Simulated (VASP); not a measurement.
# Bi (C2/m) in VASP: a series of runs

The runs below take Bi through single point, with PBEsol, LDA.

Everything below comes from runs of VASP 6.6.1. Logs are shortened: lines on timing, memory, paths and dates and some standing lists are left out, and cuts for length are marked.

### 1 The cell of the first run

It takes space group C2/m (No. 12, monoclinic). Conventional cell: a = 6.977 Å, b = 6.265 Å, c = 3.359 Å, α = 90.00°, β = 112.04°, γ = 90.00°. Within 4.2 Å of Bi (site symmetry m) lie 9 Bi at 3.21 to 3.99 Å.

### 2 Single point, PBEsol

Input file INCAR:

```
SYSTEM = Bi
PREC = Accurate
ENCUT = 520
EDIFF = 1E-7
ISMEAR = -1
SIGMA = 0.05
LREAL = .FALSE.
LASPH = .TRUE.
NELM = 60
ALGO = Fast
ISIF = 2
LWAVE = .FALSE.
LCHARG = .FALSE.
GGA = PS
NBANDS = 22
```

Input file KPOINTS:

```
Automatic mesh
0
G
  6 6 9
  0 0 0
```

Input file POSCAR:

```
Bi
1.0
    3.4885980000     -3.1325780000      0.0000000000
    3.4885980000      3.1325780000      0.0000000000
   -1.2602350000      0.0000000000      3.1135500000
Bi
2
Direct
    0.7530610000      0.7530610000      0.8573820000
    0.2469390000      0.2469390000      0.1426180000
```

Potentials or basis: VASP PAW PBE potentials, release 64 (Bi_d).

Command:

```console
$ cat potpaw_PBE.64/Bi_d/POTCAR > POTCAR
$ mpirun -np 1 vasp_std > vasp.out
```

OUTCAR:

```text
SYSTEM = Bi
   PREC = Accurate
   ENCUT = 520
   EDIFF = 1E-7
   ISMEAR = -1
   LREAL = .FALSE.
   LASPH = .TRUE.
   NELM = 60
   ISIF = 2
   GGA = PS

 ion  position               nearest neighbor table
   1  0.753  0.753  0.857-   2 3.21   2 3.28   2 3.28   2 3.45
   2  0.247  0.247  0.143-   1 3.21   1 3.28   1 3.28   1 3.45

  LATTYP: Found a base centered monoclinic cell.
 ALAT       =     6.9771960000
 B/A-ratio  =     0.8979475423
 C/A-ratio  =     0.4814149259
 COS(beta)  =    -0.3751898342

  Lattice vectors:

 A1 = (   3.4885980000,  -3.1325780000,   0.0000000000)
 A2 = (   3.4885980000,   3.1325780000,   0.0000000000)
 A3 = (  -1.2602350000,   0.0000000000,   3.1135500000)

Analysis of symmetry for initial positions (statically):
=====================================================================
 Subroutine PRICEL returns:
 Original cell was already a primitive cell.

 Routine SETGRP: Setting up the symmetry group for a
 base centered monoclinic supercell.

 Subroutine GETGRP returns: Found  4 space group operations
 (whereof  4 operations were pure point group operations)
 out of a pool of  4 trial point group operations.

The static configuration has the point symmetry C_2h.

Analysis of symmetry for dynamics (positions and initial velocities):
=====================================================================
 Subroutine PRICEL returns:
 Original cell was already a primitive cell.

 Routine SETGRP: Setting up the symmetry group for a
 base centered monoclinic supercell.

 Subroutine GETGRP returns: Found  4 space group operations
 (whereof  4 operations were pure point group operations)
 out of a pool of  4 trial point group operations.

The dynamic configuration has the point symmetry C_2h.

 Subroutine INISYM returns: Found  4 space group operations
 (whereof  4 operations are pure point group operations),
 and found     1 'primitive' translations

----------------------------------------------------------------------------------------

                                     Primitive cell

  volume of cell :      68.0517

  direct lattice vectors                    reciprocal lattice vectors
     3.488598000 -3.132578000  0.000000000     0.143324052 -0.159612945  0.058011590
     3.488598000  3.132578000  0.000000000     0.143324052  0.159612945  0.058011590
    -1.260235000  0.000000000  3.113550000     0.000000000  0.000000000  0.321176792

  length of vectors
     4.688641694  4.688641694  3.358926295     0.222223807  0.222223807  0.321176792

  position of ions in fractional coordinates (direct lattice)
     0.753061000  0.753061000  0.857382000
     0.246939000  0.246939000  0.142618000

  ion indices of the primitive-cell ions
   primitive index   ion index
                 1           1
                 2           2

----------------------------------------------------------------------------------------

 KPOINTS: Automatic mesh

Automatic generation of k-mesh.
 Grid dimensions read from file:
 generate k-points for:    6    6    9

 Generating k-lattice:

  Cartesian coordinates                     Fractional coordinates (reciprocal lattice)
     0.023887342 -0.026602157  0.009668598     0.166666667  0.000000000 -0.000000000
     0.023887342  0.026602157  0.009668598     0.000000000  0.166666667 -0.000000000
     0.000000000  0.000000000  0.035686310     0.000000000  0.000000000  0.111111111

  Length of vectors
     0.037037301  0.037037301  0.035686310

  Shift w.r.t. Gamma in fractional coordinates (k-lattice)
     0.000000000  0.000000000  0.000000000

 Subroutine IBZKPT returns following result:
 ===========================================

 Found     97 irreducible k-points:

 Following reciprocal coordinates:
            Coordinates               Weight
  0.000000  0.000000  0.000000      1.000000
  0.166667  0.000000  0.000000      4.000000
  0.333333  0.000000  0.000000      4.000000
  0.500000  0.000000  0.000000      2.000000
  0.166667  0.166667  0.000000      2.000000
  0.333333  0.166667  0.000000      4.000000
[... 16 lines left out ...]
 -0.333333  0.166667  0.111111      4.000000
 -0.166667  0.166667  0.111111      4.000000
 [... further k-points ...]
   k-points           NKPTS =     97   k-points in BZ     NKDIM =     97   number of bands    NBANDS=     22
   number of dos      NEDOS =    301   number of ions     NIONS =      2
   total plane-waves  NPLWV =  36288
   dimension x,y,z NGX =    36 NGY =   36 NGZ =   28
   dimension x,y,z NGXF=    72 NGYF=   72 NGZF=   56
   ions per type =               2
   NGX,Y,Z   is equivalent  to a cutoff of  12.76, 12.76, 13.86 a.u.
   NGXF,Y,Z  is equivalent  to a cutoff of  25.53, 25.53, 27.72 a.u.
 SYSTEM =  Bi
   PREC   = accura    normal or accurate (medium, high low for compatibility)
   ISTART =      0    job   : 0-new  1-cont  2-samecut
   ICHARG =      2    charge: 1-file 2-atom 10-const
   ISPIN  =      1    spin polarized calculation?
   LNONCOLLINEAR =      F non collinear calculations
   LSORBIT =      F    spin-orbit coupling
   LASPH  =      T    aspherical Exc in radial PAW
   ENCUT  =  520.0 eV  38.22 Ry    6.18 a.u.   8.72  8.72  6.25*2*pi/ulx,y,z
   NELM   =     60;   NELMIN=  2; NELMDL= -5     # of ELM steps
   EDIFF  = 0.1E-06   stopping-criterion for ELM
   LREAL  =      F    real-space projection
   EDIFFG = 0.1E-05   stopping-criterion for IOM
   NSW    =      0    number of steps for IOM
   IBRION =     -1    ionic relax: 0-MD 1-quasi-New 2-CG
   NFREE  =      0    steps in history (QN), initial steepest desc. (CG)
   ISIF   =      2    stress and relaxation
   ISYM   =      2    0-nonsym 1-usesym 2-fastsym
   POTIM  = 0.5000    time-step for ionic-motion
   TEBEG  =    0.0;   TEEND  =   0.0 temperature during run
   PSTRESS=    0.0 pullay stress
   NELECT =      30.0000    total number of electrons
   NUPDOWN=      -1.0000    fix difference up-down
   EMIN   =  10.00;   EMAX   =-10.00  energy-range for DOS
   EFERMI =   0.00;   METHOD = LEGACY
   ISMEAR =    -1;   SIGMA  =   0.05  broadening in eV -4-tet -1-fermi 0-gaus
   EFERMI_NEDOS =   21; number of points for ismear=-14 and -15
   IALGO  =     68    algorithm
   IMIX   =      4    mixing-type and parameters
     AMIX     =   0.40;   BMIX     =  1.00
     AMIX_MAG =   1.60;   BMIX_MAG =  1.00
  volume/ion in A,a.u.               =      34.03       229.62
  Fermi-wavevector in a.u.,A,eV,Ry     =   1.245955  2.354514 21.121737  1.552404
  Thomas-Fermi vector in A             =   2.380154
   LORBIT       =      0    0 simple, 1 ext, 2 COOP (PROOUT), +10 PAW based schemes
   GGA     = PS    functional components
   LHFCALC =     F    Hartree Fock is set to
   AEXX    =    0.0000 exact exchange contribution
   IVDW    =     0    specifies the selected vdW correction
   LEPSILON=     F    determine dielectric tensor
   LRPA    =     F    only Hartree local field effects (RPA)
 non-spin polarized calculation
 RMM-DIIS sequential band-by-band and
  energy-cutoff  :      520.00
  volume of cell :       68.05
 maximum number of plane-waves:      1851
   NGX = 17   NGY = 17   NGZ = 13

 number of electron      30.0000001 magnetization

 Free energy of the ion-electron system (eV)
  ---------------------------------------------------
  ext. energy  EPLUGINS =         0.00000000
  ---------------------------------------------------
  free energy    TOTEN  =        -8.54045207 eV

  energy without entropy =       -8.53223808  energy(sigma->0) =       -8.53634507

 E-fermi :   6.5878     XC(G=0):  -9.9395

 val. band max:        6.5493833265   @ k =   0.0000   0.0000   0.3333
 cond. band min:       6.5976681521   @ k =   0.3333   0.3333   0.3333
 fundamental gap:      0.0482848256
 Fermi energy:         6.5877951973

 k-point     1 :       0.0000    0.0000    0.0000
  band No.  band energies     occupation
      1     -16.2909      2.00000
      2     -16.2602      2.00000
      3     -16.2162      2.00000
      4     -16.1929      2.00000
      5     -16.1093      2.00000
      6     -16.0850      2.00000
[... 14 lines left out ...]
     21      14.8282      0.00000
     22      15.3122      0.00000

 k-point     2 :       0.1667    0.0000    0.0000
  band No.  band energies     occupation
      1     -16.2756      2.00000
      2     -16.2620      2.00000
      3     -16.2207      2.00000
      4     -16.1814      2.00000
      5     -16.1067      2.00000
      6     -16.0888      2.00000
[... 14 lines left out ...]
     21      14.9671      0.00000
     22      15.9348      0.00000

 k-point     3 :       0.3333    0.0000    0.0000
  band No.  band energies     occupation
      1     -16.2657      2.00000
      2     -16.2459      2.00000
      3     -16.2170      2.00000
      4     -16.1514      2.00000
      5     -16.1167      2.00000
      6     -16.0867      2.00000
[... 14 lines left out ...]
     21      15.6511      0.00000
     22      16.8064      0.00000

 k-point     4 :       0.5000    0.0000    0.0000
  band No.  band energies     occupation
      1     -16.2672      2.00000
      2     -16.2438      2.00000
      3     -16.1864      2.00000
      4     -16.1395      2.00000
      5     -16.1222      2.00000
      6     -16.0962      2.00000
[... 14 lines left out ...]
     21      15.1757      0.00000
     22      15.6415      0.00000

 k-point     5 :       0.1667    0.1667    0.0000
  band No.  band energies     occupation
      1     -16.2665      2.00000
      2     -16.2604      2.00000
      3     -16.2108      2.00000
      4     -16.1721      2.00000
      5     -16.1083      2.00000
      6     -16.0955      2.00000
[... 417 lines left out ...]
 k-point    22 :       0.5000    0.1667    0.1111
  band No.  band energies     occupation
      1     -16.2489      2.00000
      2     -16.2345      2.00000
      3     -16.1809      2.00000
      4     -16.1256      2.00000
      5     -16.1129      2.00000
      6     -16.0930      2.00000
[... 14 lines left out ...]
     21      16.2547      0.00000
     22      16.3698      0.00000

 k-point    23 :      -0.3333    0.1667    0.1111
  band No.  band energies     occupation
      1     -16.2507      2.00000
      2     -16.2275      2.00000
      3     -16.2227      2.00000
      4     -16.1463      2.00000
      5     -16.0964      2.00000
      6     -16.0957      2.00000
[... 14 lines left out ...]
     21      15.5178      0.00000
     22      16.4403      0.00000

 k-point    24 :      -0.1667    0.1667    0.1111
  band No.  band energies     occupation
      1     -16.2586      2.00000
      2     -16.2417      2.00000
      3     -16.2134      2.00000
      4     -16.1668      2.00000
      5     -16.1025      2.00000
      6     -16.0937      2.00000
[... 14 lines left out ...]
     21      15.7074      0.00000
     22      15.8556      0.00000

 [... further k-points ...]
[... 5 lines left out ...]
  --------------------------------------------------------------------------------------
  -------------------------------------------------------------------------------------
  Total       -1.0439710     -1.3839504     -0.7991177      0.0000000      0.0000000     -0.0868694
  in kB      -24.5787824    -32.5831043    -18.8140664      0.0000000      0.0000000     -2.0452147
  external PRESSURE =     -25.3253177 kB  Pullay stress =       0.0000000 kB

 VOLUME and BASIS-vectors are now :
 -----------------------------------------------------------------------------
  energy-cutoff  :      520.00
  volume of cell :       68.05
      direct lattice vectors                 reciprocal lattice vectors
     3.488598000 -3.132578000  0.000000000     0.143324052 -0.159612945  0.058011590
     3.488598000  3.132578000  0.000000000     0.143324052  0.159612945  0.058011590
    -1.260235000  0.000000000  3.113550000     0.000000000  0.000000000  0.321176792

 POSITION                                       TOTAL-FORCE (eV/Angst)
 -----------------------------------------------------------------------------------
      4.17375      0.00000      2.66950         0.049892      0.000000      0.027397
      1.54321      0.00000      0.44405        -0.049892      0.000000     -0.027397
 -----------------------------------------------------------------------------------
    total drift:                               -0.000000      0.000000      0.000000

  FREE ENERGIE OF THE ION-ELECTRON SYSTEM (eV)
  ---------------------------------------------------
  free  energy   TOTEN  =        -8.5404520693 eV

  energy  without entropy=       -8.5322380802  energy(sigma->0) =       -8.53634507
```

Run time: 65 s. Hardware: 1 thread of Intel Xeon 6975P-C (Granite Rapids), shared host; peak memory 0.25 GiB.

What came out:

```
Free energy            : -8.5405 eV
Pressure               : -2.5 GPa
Largest force          : 0.057 eV/Å
Band gap on the k mesh : zero (band 15 reaches 9.75 eV, above the bottom of band 16 at 4.90 eV)
```

Forces on the atoms (eV/Å):
```
Bi   0.050  0.000  0.027
Bi  -0.050  0.000 -0.027
```

Levels at points of the mesh, in eV from the Fermi level:
| k point | band 13 | band 14 | band 15 | band 16 | band 17 | band 18 |
| --- | --- | --- | --- | --- | --- | --- |
| (0.00, 0.00, 0.00) | -3.06 | -2.78 | 2.75 | 3.07 | 3.73 | 4.11 |
| (0.50, 0.00, 0.00) | -1.13 | -0.97 | -0.73 | -0.66 | 3.41 | 4.54 |
| (0.50, 0.50, 0.00) | -4.93 | -4.91 | 3.14 | 3.88 | 5.18 | 5.54 |

Caveat: the PAW data sets were made with another functional, which shifts forces and pressure a little; spin-orbit coupling is left out, which moves the levels of the heavy elements.

### 3 Single point, LDA (volume scaled by 1.02)

Input file INCAR:

```
SYSTEM = Bi
PREC = Accurate ; ENCUT = 520
EDIFF = 1E-7 ; ISMEAR = -1
SIGMA = 0.05 ; LREAL = .False.
LASPH = .True. ; NELM = 60
ALGO = Fast ; ISIF = 2
LWAVE = .False. ; LCHARG = .True.
LELF = .True. ; LVHAR = .True.
NBANDS = 22
```

Input file KPOINTS:

```
Automatic mesh
0
Gamma
  6 6 9
  0 0 0
```

Input file POSCAR:

```
Bi
1.0
    3.5117019713     -3.1533241543      0.0000000000
    3.5117019713      3.1533241543      0.0000000000
   -1.2685811704      0.0000000000      3.1341701374
Bi
2
Direct
    0.7530610000      0.7530610000      0.8573820000
    0.2469390000      0.2469390000      0.1426180000
```

Potentials or basis: VASP PAW LDA potentials, release 64 (Bi_d).

Command:

```console
$ cat potpaw_LDA.64/Bi_d/POTCAR > POTCAR
$ mpirun -np 1 vasp_std > vasp.out
```

Wall time 74 s (1 thread of Intel Xeon 6975P-C (Granite Rapids), shared host); peak memory 0.23 GiB.

It converged, with:

```yaml
Free_energy: -8.9887 eV
Pressure: -4.4 GPa
Largest_force: 0.110 eV/Å
Band_gap_on_the_k_mesh: zero (band 15 reaches 9.35 eV, above the bottom of band 16 at 4.64 eV)
```

Forces in eV/Å, atoms in the order of the input:
```
Bi   0.089  0.000  0.064
Bi  -0.089  0.000 -0.064
```

Stress tensor (GPa, compression positive):
```
-4.27  0.00 -0.18
 0.00 -5.08  0.00
-0.18  0.00 -3.85
```

Levels at points of the mesh, in eV from the Fermi level:
```
           k point  band 12  band 13  band 14  band 15  band 16  band 17  band 18  band 19
(0.00, 0.00, 0.00)    -9.20    -2.97    -2.70     2.87     2.99     3.64     3.99     4.14
(0.50, 0.00, 0.00)   -11.36    -1.09    -0.94    -0.70    -0.63     3.33     4.42     7.66
(0.50, 0.50, 0.00)   -10.94    -4.78    -4.76     3.08     3.81     5.01     5.35     8.77
```

Caveat: spin-orbit coupling is left out, which moves the levels of the heavy elements.

### 4 Single point, PBEsol (volume scaled by 1.02)

Input file INCAR:

```
SYSTEM = Bi
PREC = Accurate
ENCUT = 520
EDIFF = 1E-6
ISMEAR = -1
SIGMA = 0.05
LREAL = .False.
LASPH = .True.
NELM = 100
ALGO = Fast
ISIF = 2
LWAVE = .False.
LCHARG = .False.
GGA = PS
NBANDS = 22
```

KPOINTS is that of step 3.

POSCAR is that of step 3.

Potentials or basis: VASP PAW PBE potentials, release 64 (Bi_d).

Command:

```console
$ cat potpaw_PBE.64/Bi_d/POTCAR > POTCAR
$ mpirun -np 1 vasp_std > vasp.out
```

OUTCAR:

```text
SYSTEM = Bi
   PREC = Accurate
   ENCUT = 520
   EDIFF = 1E-6
   ISMEAR = -1
   LREAL = .False.
   LASPH = .True.
   NELM = 100
   ISIF = 2
   GGA = PS

 ion  position               nearest neighbor table
   1  0.753  0.753  0.857-   2 3.23   2 3.30   2 3.30   2 3.47
   2  0.247  0.247  0.143-   1 3.23   1 3.30   1 3.30   1 3.47

  LATTYP: Found a base centered monoclinic cell.
 ALAT       =     7.0234039426
 B/A-ratio  =     0.8979475423
 C/A-ratio  =     0.4814149259
 COS(beta)  =    -0.3751898342

  Lattice vectors:

 A1 = (   3.5117019713,  -3.1533241543,   0.0000000000)
 A2 = (   3.5117019713,   3.1533241543,   0.0000000000)
 A3 = (  -1.2685811704,   0.0000000000,   3.1341701374)

Analysis of symmetry for initial positions (statically):
=====================================================================
 Subroutine PRICEL returns:
 Original cell was already a primitive cell.

 Routine SETGRP: Setting up the symmetry group for a
 base centered monoclinic supercell.
[... 152 lines left out ...]
  energy-cutoff  :      520.00
  volume of cell :       69.41
 maximum number of plane-waves:      1879
   NGX = 17   NGY = 17   NGZ = 13

 number of electron      30.0000005 magnetization

 Free energy of the ion-electron system (eV)
  ---------------------------------------------------
  ext. energy  EPLUGINS =         0.00000000
  ---------------------------------------------------
  free energy    TOTEN  =        -8.51611789 eV

  energy without entropy =       -8.50771902  energy(sigma->0) =       -8.51191845

 E-fermi :   6.3515     XC(G=0):  -9.8483

 val. band max:        6.3429751317   @ k =   0.3333   0.3333   0.3333
 cond. band min:       6.3858965258   @ k =   0.1667   0.1667   0.0000
 fundamental gap:      0.0429213942
 Fermi energy:         6.3515457404

 k-point     1 :       0.0000    0.0000    0.0000
  band No.  band energies     occupation
      1     -16.4972      2.00000
      2     -16.4692      2.00000
      3     -16.4272      2.00000
      4     -16.4050      2.00000
      5     -16.3283      2.00000
      6     -16.3046      2.00000
[... 589 lines left out ...]
     21      15.4136      0.00000
     22      15.5480      0.00000

 [... further k-points ...]
[... 5 lines left out ...]
  --------------------------------------------------------------------------------------
  -------------------------------------------------------------------------------------
  Total       -1.4279081     -1.7761007     -1.1986968      0.0000000      0.0000000     -0.0879150
  in kB      -32.9588461    -40.9957972    -27.6682116      0.0000000      0.0000000     -2.0292459
  external PRESSURE =     -33.8742849 kB  Pullay stress =       0.0000000 kB

 VOLUME and BASIS-vectors are now :
 -----------------------------------------------------------------------------
  energy-cutoff  :      520.00
  volume of cell :       69.41
      direct lattice vectors                 reciprocal lattice vectors
     3.511701971 -3.153324154  0.000000000     0.142381103 -0.158562829  0.057629924
     3.511701971  3.153324154  0.000000000     0.142381103  0.158562829  0.057629924
    -1.268581170  0.000000000  3.134170137     0.000000000  0.000000000  0.319063725

 POSITION                                       TOTAL-FORCE (eV/Angst)
 -----------------------------------------------------------------------------------
      4.20139      0.00000      2.68718         0.070902      0.000000      0.042790
      1.55343      0.00000      0.44699        -0.070902      0.000000     -0.042790
 -----------------------------------------------------------------------------------
    total drift:                               -0.000000      0.000000      0.000000

  FREE ENERGIE OF THE ION-ELECTRON SYSTEM (eV)
  ---------------------------------------------------
  free  energy   TOTEN  =        -8.5161178896 eV

  energy  without entropy=       -8.5077190158  energy(sigma->0) =       -8.51191845
```

It took 51 s on 1 thread of Intel Xeon 6975P-C (Granite Rapids), shared host; peak memory 0.25 GiB.

Results:

```
Free energy            : -8.5161 eV
Pressure               : -3.4 GPa
Largest force          : 0.083 eV/Å
Band gap on the k mesh : zero (band 15 reaches 9.46 eV, above the bottom of band 16 at 4.72 eV)
```

Forces in eV/Å, atoms in the order of the input:
```
Bi   0.071  0.000  0.043
Bi  -0.071  0.000 -0.043
```

Levels at points of the mesh, in eV from the Fermi level:
```
           k point  band 13  band 14  band 15  band 16  band 17  band 18
(0.00, 0.00, 0.00)    -2.98    -2.70     2.79     3.02     3.67     4.03
(0.50, 0.00, 0.00)    -1.11    -0.96    -0.71    -0.63     3.36     4.45
(0.50, 0.50, 0.00)    -4.80    -4.78     3.10     3.82     5.06     5.40
```

Caveat: the PAW data sets were made with another functional, which shifts forces and pressure a little; spin-orbit coupling is left out, which moves the levels of the heavy elements.

[end of part 1 of 2]
